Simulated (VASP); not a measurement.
Write the native input for VASP 6.6.1 that does the following.

- Task: single point
- Functional: PBE
- Potentials or basis: VASP PAW PBE potentials, release 64 (Na_pv, Cl)
- Cutoff: 500 eV
- k mesh: 6 × 6 × 6
- Occupations: gaussian, width 0.02 eV
- Spin: no spin polarisation
- Dipole correction: no
- Further INCAR settings: ALGO = Normal; EDIFF = 1e-06; NBANDS = 14

The structure of NaCl lies in POSCAR:

```
NaCl
1.0
    3.4758535312      0.0000000000      0.0000000000
    0.0000000000      3.4758535312      0.0000000000
    0.0000000000      0.0000000000      3.4758535312
Na Cl
1 1
Direct
    0.0000000000      0.0000000000      0.0000000000
    0.5000000000      0.5000000000      0.5000000000
```

This cell differs from its parent crystal: strained.

The input as run:

INCAR

```
PREC = Accurate
ENCUT = 500
EDIFF = 1E-6
ISMEAR = 0
SIGMA = 0.02
LREAL = F
LASPH = T
NELM = 120
ALGO = Normal
ISIF = 2
LWAVE = F
LCHARG = F
GGA = PE
NBANDS = 14
GGA_COMPAT = F
```

KPOINTS

```
regular mesh
0
Gamma
  6 6 6
```

Potentials or basis: VASP PAW PBE potentials, release 64 (Na_pv, Cl).

Command:

```sh
$ cat potpaw_PBE.64/Na_pv/POTCAR potpaw_PBE.64/Cl/POTCAR > POTCAR
$ mpirun -np 1 vasp_std > vasp.out
```

It gave:

* Pressure: 0.7 GPa
* Band gap on the k mesh: 4.05 eV (least direct gap 4.56 eV)

Caveat: the cell differs from its parent crystal (strained).

Wall time 20 s on 1 thread of Intel Xeon 8259CL, with other jobs on the host, peak memory 0.15 GiB.
